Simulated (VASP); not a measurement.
# Ge (P6_3mc) in VASP: notebook, part 2 of 2

VASP 6.6.1. The steps go on from the part before.

## (3) Single point, LDA (volume scaled by 0.96)

Input file INCAR:

```
PREC = Accurate
ENCUT = 520
EDIFF = 1E-7
ISMEAR = -1
SIGMA = 0.05
LREAL = F
LASPH = T
NELM = 80
ALGO = Normal
ISIF = 2
LWAVE = F
LCHARG = T
GGA = CA
LELF = T
LVHAR = T
NBANDS = 36
```

Input file KPOINTS:

```
regular mesh
0
Gamma
  8 8 3
```

Input file POSCAR:

```
Ge
1.0
    3.9956626301      0.0000000000      0.0000000000
   -1.9978313150      3.4603453426      0.0000000000
    0.0000000000      0.0000000000     10.8447818813
Ge
4
Direct
    0.6666666667      0.3333333333      0.4148480000
    0.3333333333      0.6666666667      0.9148480000
    0.0000000000      0.0000000000      0.4774520000
    0.0000000000      0.0000000000      0.9774520000
```

Potentials or basis: VASP PAW LDA potentials, release 64 (Ge_d).

Command:

```sh
cat potpaw_LDA.64/Ge_d/POTCAR > POTCAR
mpirun -np 1 vasp_std > vasp.out
```

OUTCAR:

```text
PREC = Accurate
   ENCUT = 520
   EDIFF = 1E-7
   ISMEAR = -1
   LREAL = F
   LASPH = T
   NELM = 80
   ISIF = 2
   GGA = CA

 ion  position               nearest neighbor table
   1  0.667  0.333  0.415-   3 2.40   3 2.40   3 2.40
   2  0.333  0.667  0.915-   4 2.40   4 2.40   4 2.40
   3  0.000  0.000  0.477-   1 2.40   1 2.40   1 2.40
   4  0.000  0.000  0.977-   2 2.40   2 2.40   2 2.40

  LATTYP: Found a hexagonal cell.
 ALAT       =     3.9956626301
 C/A-ratio  =     2.7141385260

  Lattice vectors:

 A1 = (   3.9956626301,   0.0000000000,   0.0000000000)
 A2 = (  -1.9978313150,   3.4603453426,   0.0000000000)
 A3 = (   0.0000000000,   0.0000000000,  10.8447818813)

Analysis of symmetry for initial positions (statically):
=====================================================================
 Subroutine PRICEL returns:
 Original cell was already a primitive cell.

 Routine SETGRP: Setting up the symmetry group for a
 hexagonal supercell.

 Subroutine GETGRP returns: Found 12 space group operations
 (whereof  6 operations were pure point group operations)
 out of a pool of 24 trial point group operations.

The static configuration has the point symmetry C_3v.
 The point group associated with its full space group is C_6v.

Analysis of symmetry for dynamics (positions and initial velocities):
=====================================================================
 Subroutine PRICEL returns:
 Original cell was already a primitive cell.

 Routine SETGRP: Setting up the symmetry group for a
 hexagonal supercell.

 Subroutine GETGRP returns: Found 12 space group operations
 (whereof  6 operations were pure point group operations)
 out of a pool of 24 trial point group operations.

[... 113 lines left out ...]
   EMIN   =  10.00;   EMAX   =-10.00  energy-range for DOS
   EFERMI =   0.00;   METHOD = LEGACY
   ISMEAR =    -1;   SIGMA  =   0.05  broadening in eV -4-tet -1-fermi 0-gaus
   EFERMI_NEDOS =   21; number of points for ismear=-14 and -15
   IALGO  =     38    algorithm
   IMIX   =      4    mixing-type and parameters
     AMIX     =   0.40;   BMIX     =  1.00
     AMIX_MAG =   1.60;   BMIX_MAG =  1.00
  volume/ion in A,a.u.               =      37.49       252.97
  Fermi-wavevector in a.u.,A,eV,Ry     =   1.178948  2.227888 18.910973  1.389917
  Thomas-Fermi vector in A             =   2.315267
   LORBIT       =      0    0 simple, 1 ext, 2 COOP (PROOUT), +10 PAW based schemes
   GGA     = CA    functional components
   LHFCALC =     F    Hartree Fock is set to
   AEXX    =    0.0000 exact exchange contribution
   IVDW    =     0    specifies the selected vdW correction
   LEPSILON=     F    determine dielectric tensor
   LRPA    =     F    only Hartree local field effects (RPA)
 non-spin polarized calculation
  energy-cutoff  :      520.00
  volume of cell :      149.94
 maximum number of plane-waves:      4078
 NGX is ok and might be reduce to    30
   NGX = 15   NGY = 15   NGZ = 41

 number of electron      56.0000046 magnetization

 Free energy of the ion-electron system (eV)
  ---------------------------------------------------
  ext. energy  EPLUGINS =         0.00000000
  ---------------------------------------------------
  free energy    TOTEN  =       -18.36472114 eV

  energy without entropy =      -18.36455090  energy(sigma->0) =      -18.36463602

 E-fermi :   0.7682     XC(G=0):  -7.7267

 val. band max:        0.4401907176   @ k =   0.3750   0.2500   0.0000
 cond. band min:       1.1298206410   @ k =   0.3750   0.2500   0.3333
 fundamental gap:      0.6896299234
 Fermi energy:         0.7682087554

 k-point     1 :       0.0000    0.0000    0.0000
  band No.  band energies     occupation
      1     -23.8716      2.00000
      2     -23.8716      2.00000
      3     -23.8716      2.00000
      4     -23.8716      2.00000
      5     -23.8166      2.00000
      6     -23.8166      2.00000
[... 769 lines left out ...]
     35       7.0410      0.00000
     36       7.4586      0.00000

------------------------ aborting loop because EDIFF is reached ----------------------------------------

  FORCE on cell =-STRESS in cart. coord.  units (eV):
  Direction    XX          YY          ZZ          XY          YZ          ZX
  --------------------------------------------------------------------------------------
  -------------------------------------------------------------------------------------
  Total       -1.5249842     -1.5249842     -0.9005495     -0.0000000      0.0000000      0.0000000
  in kB      -16.2947175    -16.2947175     -9.6225259     -0.0000000      0.0000000      0.0000000
  external PRESSURE =     -14.0706536 kB  Pullay stress =       0.0000000 kB

 VOLUME and BASIS-vectors are now :
 -----------------------------------------------------------------------------
  energy-cutoff  :      520.00
  volume of cell :      149.94
      direct lattice vectors                 reciprocal lattice vectors
     3.995662630  0.000000000  0.000000000     0.250271380  0.144494249  0.000000000
    -1.997831315  3.460345343  0.000000000     0.000000000  0.288988497  0.000000000
     0.000000000  0.000000000 10.844781881     0.000000000  0.000000000  0.092210246

 POSITION                                       TOTAL-FORCE (eV/Angst)
 -----------------------------------------------------------------------------------
      1.99783      1.15345      4.49894         0.000000      0.000000      0.173856
     -0.00000      2.30690      9.92133        -0.000000     -0.000000      0.173856
      0.00000      0.00000      5.17786        -0.000000     -0.000000     -0.173856
      0.00000      0.00000     10.60025        -0.000000      0.000000     -0.173856
 -----------------------------------------------------------------------------------
    total drift:                               -0.000000     -0.000000      0.000452

  FREE ENERGIE OF THE ION-ELECTRON SYSTEM (eV)
  ---------------------------------------------------
  free  energy   TOTEN  =       -18.3647211395 eV

  energy  without entropy=      -18.3645508980  energy(sigma->0) =      -18.36463602
```

OSZICAR:

```text
N       E                     dE             d eps       ncg     rms          rms(c)
DAV:   1     0.517179386044E+03    0.51718E+03   -0.28471E+04  1644   0.351E+03
DAV:   2     0.713560681708E+02   -0.44582E+03   -0.43560E+03  1440   0.793E+02
DAV:   3    -0.137004858498E+02   -0.85057E+02   -0.84249E+02  1672   0.205E+02
DAV:   4    -0.186472994354E+02   -0.49468E+01   -0.49335E+01  1636   0.574E+01
DAV:   5    -0.187923416187E+02   -0.14504E+00   -0.14501E+00  1660   0.108E+01    0.434E+00
DAV:   6    -0.185038089270E+02    0.28853E+00   -0.19031E-01  1628   0.413E+00    0.246E+00
DAV:   7    -0.183573021050E+02    0.14651E+00   -0.37146E-01  2080   0.405E+00    0.231E-01
DAV:   8    -0.183645343345E+02   -0.72322E-02   -0.64761E-02  1560   0.292E+00    0.175E-01
DAV:   9    -0.183646746026E+02   -0.14027E-03   -0.26374E-03  1824   0.130E+00    0.104E-01
DAV:  10    -0.183647068359E+02   -0.32233E-04   -0.68850E-04  1640   0.168E+00    0.274E-02
DAV:  11    -0.183647107694E+02   -0.39334E-05   -0.30798E-04  2252   0.660E-01    0.155E-02
DAV:  12    -0.183647163878E+02   -0.56184E-05   -0.11336E-04  2496   0.209E-01    0.774E-03
DAV:  13    -0.183647215405E+02   -0.51527E-05   -0.48794E-05  1540   0.765E-02    0.373E-03
DAV:  14    -0.183647210501E+02    0.49040E-06   -0.28765E-06  1764   0.164E-01    0.147E-03
DAV:  15    -0.183647211395E+02   -0.89374E-07   -0.87963E-07  1544   0.181E-02
   1 F= -.18364721E+02 E0= -.18364636E+02  d E =-.170241E-03
```

stdout:

```text
POSCAR found type information on POSCAR Ge
 POSCAR found :  1 types and       4 ions
 scaLAPACK will be used
 LDA part: xc-table for (Slater(with rela. corr.)+CA(PZ))
 , standard interpolation
 POSCAR, INCAR and KPOINTS ok, starting setup
 FFT: planning ... GRIDC
 FFT: planning ... GRID_SOFT
 FFT: planning ... GRID
 WAVECAR not read
 entering main loop
```

Run time: 2.4 min. Hardware: 1 thread of Intel Xeon Platinum 8259CL at 2.50GHz (Skylake/Cascade Lake), shared host; peak memory 0.24 GiB.

Results:

| Property | Result |
| --- | --- |
| Free energy | -18.3647 eV |
| Pressure | -1.4 GPa |
| Largest force | 0.174 eV/Å |
| Band gap on the k mesh | 0.69 eV, indirect (least direct gap 0.70 eV) |

Forces in eV/Å, atoms in the order of the input:
```
Ge   0.000  0.000  0.174
Ge   0.000  0.000  0.174
Ge   0.000  0.000 -0.174
Ge   0.000  0.000 -0.174
```

Levels at points of the mesh, in eV from the valence-band top:
| k point | band 25 | band 26 | band 27 | band 28 | band 29 | band 30 | band 31 | band 32 |
| --- | --- | --- | --- | --- | --- | --- | --- | --- |
| (0.00, 0.00, 0.00) | -0.10 | -0.10 | -0.09 | -0.09 | 0.83 | 1.01 | 1.83 | 4.21 |
| (0.50, 0.00, 0.00) | -1.70 | -1.67 | -0.98 | -0.77 | 0.90 | 1.16 | 1.91 | 1.98 |

 A k mesh can miss the band edges.

## (4) Single point, LDA (volume scaled by 0.98)

Input file INCAR:

```
SYSTEM = Ge
ALGO = Normal ; EDIFF = 1E-6
ENCUT = 520 ; ISIF = 2
ISMEAR = -1 ; LASPH = .TRUE.
LCHARG = .FALSE. ; LREAL = .FALSE.
LWAVE = .FALSE. ; NBANDS = 36
NELM = 100 ; PREC = Accurate
SIGMA = 0.05
```

Input file KPOINTS:

```
k-points
0
G
  8 8 3
  0 0 0
```

Input file POSCAR:

```
Ge
1.0
    4.0232197949      0.0000000000      0.0000000000
   -2.0116098974      3.4842105474      0.0000000000
    0.0000000000      0.0000000000     10.9195758440
Ge
4
Direct
    0.6666666667      0.3333333333      0.4148480000
    0.3333333333      0.6666666667      0.9148480000
    0.0000000000      0.0000000000      0.4774520000
    0.0000000000      0.0000000000      0.9774520000
```

Command:

```sh
cat potpaw_LDA.64/Ge_d/POTCAR > POTCAR
mpirun -np 1 vasp_std > vasp.out
```

It took 2.1 min on 1 thread of Intel Xeon Platinum 8259CL at 2.50GHz (Skylake/Cascade Lake), shared host; peak memory 0.25 GiB.

It converged, with:

```yaml
Free_energy: -18.3318 eV
Pressure: -2.0 GPa
Largest_force: 0.224 eV/Å
Band_gap_on_the_k_mesh: 0.68 eV, indirect (least direct gap 0.69 eV)
```

Forces on the atoms (eV/Å):
```
Ge   0.000  0.000  0.224
Ge   0.000  0.000  0.224
Ge   0.000  0.000 -0.224
Ge   0.000  0.000 -0.224
```

Stress tensor (GPa, compression positive):
```
-2.51  0.00  0.00
 0.00 -2.51  0.00
 0.00  0.00 -1.03
```

Levels at points of the mesh, in eV from the valence-band top:
```tsv
k point	band 24	band 25	band 26	band 27	band 28	band 29	band 30	band 31	band 32	band 33
(0.00, 0.00, 0.00)	-2.99	-0.12	-0.12	-0.11	-0.11	0.70	0.89	1.84	4.13	4.20
(0.50, 0.00, 0.00)	-7.11	-1.68	-1.65	-0.97	-0.77	0.89	1.14	1.87	1.95	5.23
```

 A k mesh can miss the band edges.

## (5) Summary

```tsv
cell	gap on the mesh (eV)	pressure (GPa)	largest force (eV/Å)
a = 3.968, b = 3.968, c = 10.769 Å, angles 90.0, 90.0, 120.0°, 4 atoms	0.70	-0.8	0.12
a = 3.996, b = 3.996, c = 10.845 Å, angles 90.0, 90.0, 120.0°, 4 atoms	0.69	-1.4	0.17
a = 4.023, b = 4.023, c = 10.920 Å, angles 90.0, 90.0, 120.0°, 4 atoms	0.68	-2.0	0.22
```

Alike in all rows: task single point; level LDA; potentials or basis VASP PAW LDA potentials, release 64 (Ge_d); no spin polarisation; k mesh 8 × 8 × 3; cutoff (eV) 520; smearing fermi-dirac 0.05 eV.

Total energies depend on the potentials used, so only differences within one code and one set of settings carry meaning.
